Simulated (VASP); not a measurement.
Input of a VASP 6.6.1 run:

INCAR

```
  PREC = Accurate
  ENCUT = 520
  EDIFF = 1E-6
  ISMEAR = 0
  SIGMA = 0.1
  LREAL = Auto
  LASPH = T
  NELM = 100
  ALGO = Normal
  ISIF = 2
  LWAVE = F
  LCHARG = F
  GGA = PE
  NBANDS = 68
```

The input KPOINTS:

```
regular mesh
0
Gamma
  2 3 2
```

Contents of POSCAR:

```
CsP5Pd2
1.0
   -3.4976060000      4.2511670000      5.8111160000
    7.0147430000      0.0073460000      0.0064140000
    3.5065180000      4.2566650000     -5.8097620000
Cs Pd P
2 4 10
Direct
    0.6257293000      0.3862434260      0.8479360966
    0.3793594903      0.6309000230      0.1182892856
    0.0064584169      0.0049580953      0.0157296308
    0.5000039852      0.0139404080      0.5019077498
    0.9810309983      0.9790641775      0.4994739282
    0.9975030642      0.5055151823      0.4917806256
    0.3467883189      0.0927759628      0.1590955385
    0.6878939698      0.9420614921      0.8455818046
    0.0508462818      0.3822562473      0.8209297444
    0.6567371789      0.8720615218      0.4534017625
    0.9253099750      0.1459688436      0.1765996343
    0.3160643220      0.6323764261      0.5187049832
    0.9064897465      0.6110007540      0.1601533812
    0.3132284188      0.1437640276      0.5562332465
    0.0812611554      0.8822245453      0.8320054400
    0.6795360394      0.3854422478      0.4473221067
```

Potentials or basis: VASP PAW PBE potentials, release 64 (Cs_sv, Pd, P).

Run with:

```sh
$ cat potpaw_PBE.64/Cs_sv/POTCAR potpaw_PBE.64/Pd/POTCAR potpaw_PBE.64/P/POTCAR > POTCAR
$ mpirun -np 1 vasp_std > vasp.out
```

Task: What does it give for the largest force?

Result: 2.284 eV/Å.

Task: Predict the pressure.

Result: 6.8 GPa.

Task: Predict the band gap on the k mesh.

Result: Zero (bands 54 and 55 overlap by 0.09 eV).

Stress tensor (GPa, compression positive):
```
 6.49 -0.27 -2.00
-0.27  8.68  0.78
-2.00  0.78  5.32
```

Caveat: the k points lie up to 0.46 Å⁻¹ apart; spin-orbit coupling is left out, which moves the levels of the heavy elements; forces of over 1 eV/Å act on the atoms, so gaps and moduli don't describe the material at rest.
